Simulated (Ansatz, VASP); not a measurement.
# BeS in VASP and in Ansatz

```
Be S
1.0
     0.08111    2.39840    2.39840
     2.39840    0.08111    2.39840
     2.39840    2.39840    0.08111
Be S
1 1
Direct
  0.00000 0.00000 0.00000
  0.50000 0.50000 0.50000
```

Change from the starting cell: shear_111 strain +5.2%.

Alike in both runs: task single point; functional PBE; k mesh 10 × 10 × 10; occupations fermi-dirac, width 0.02 eV; no spin polarisation.

```csv
,VASP,Ansatz
version,VASP 6.6.1,Ansatz 0.2.0
potentials or method,"VASP PAW PBE potentials, release 64 (Be, S)","plane waves, PAW"
plane-wave cutoff (eV),520,420
valence electrons in the cell,8,8
```

```csv
,VASP,Ansatz,Ansatz less VASP
pressure (GPa),-5.2,-5.2,+0.08
"traceless stress, the component that is largest in VASP (GPa)",-3.75,-3.76,-0.009
```
